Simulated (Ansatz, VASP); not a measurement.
## MnS in VASP and in Ansatz

File INCAR:

```
PREC = Accurate ; ENCUT = 520
EDIFF = 1E-6 ; ISMEAR = -5
SIGMA = 0.1 ; LREAL = False
LASPH = True ; NELM = 150
ALGO = Normal ; ISIF = 2
LWAVE = False ; LCHARG = True
ISPIN = 2 ; MAGMOM = 4 0
LORBIT = 11 ; LMAXMIX = 4
LDAU = True ; LDAUTYPE = 2
LDAUL = 2 -1 ; LDAUU = 4 0
LDAUJ = 0 0 ; LDAUPRINT = 1
GGA = RE ; LELF = True
LVHAR = True ; NBANDS = 20
```

KPOINTS

```
Automatic mesh
0
Gamma
  9 9 9
```

Contents of POSCAR:

```
MnS
1.0
    0.0000000000      2.5692997390      2.5692997390
    2.5692997390      0.0000000000      2.5692997390
    2.5692997390      2.5692997390      0.0000000000
Mn S
1 1
Direct
    0.0000000000      0.0000000000      0.0000000000
    0.5000000000      0.5000000000      0.5000000000
```

input.yaml

```yaml
crystal:
  lattice:
    - [0.0, 2.569299739, 2.569299739]
    - [2.569299739, 0.0, 2.569299739]
    - [2.569299739, 2.569299739, 0.0]
  atoms:
    - { symbol: Mn, position: [0.0, 0.0, 0.0], spin: 4.0 }
    - { symbol: S, position: [0.5, 0.5, 0.5] }
hamiltonian:
  xc: revpbe
  pseudopotentials: { kind: paw, source: jth }
  hubbard: { sites: [{ species: Mn, l: d, u_eff: 4.0 }], projectors: atomic }
magnetization:
  spin_polarized: true
kpoints:
  mp_grid: { grid: [9, 9, 9] }
scf:
  occupations: { method: tetrahedron }
output:
  forces: true
  stress: true
  write_density: true
  write_potential: true
  elf: true
  volumetric_format: npy
```

Alike in both runs: task single point; functional revPBE; k mesh 9 × 9 × 9; occupations tetrahedron; collinear spin; Hubbard terms Mn d U = 4.0 eV.

```csv
,VASP,Ansatz
version,VASP 6.6.1,Ansatz 0.2.0
potentials or method,"VASP PAW PBE potentials, release 64 (Mn_pv, S)",JTH PAW
plane-wave cutoff (eV),520,1290
valence electrons in the cell,19,21
```

|  | VASP | Ansatz | Ansatz less VASP |
| --- | --- | --- | --- |
| gap on the k mesh at the Fermi level (eV) | 0.46 | 0.74 | +0.278 |
| least direct gap on the mesh (eV) | 2.61 | 1.73 | -0.881 |
| pressure (GPa) | 10.8 | 13.6 | +2.77 |
| net moment per atom (μB) | 2.50 | 2.50 | 0.000 |
| size of the moment on the site where the two differ most (μB) | 4.59 | 4.46 | -0.132 |

VASP's potentials were made for PBE, not for revPBE. Site moments also hang on the region over which each program counts them. The programs project onto different local orbitals, so the same U acts differently, and such runs can settle in different states. VASP's potentials hold 19 valence electrons a cell and Ansatz's 21, so a difference there can come from the potentials and not from the codes.

Noted on Ansatz's run: the magnetic or orbital state may not be the lowest; odd divisions of the mesh miss points on the zone boundary, where band edges often lie, so the gap on the mesh can be too wide.
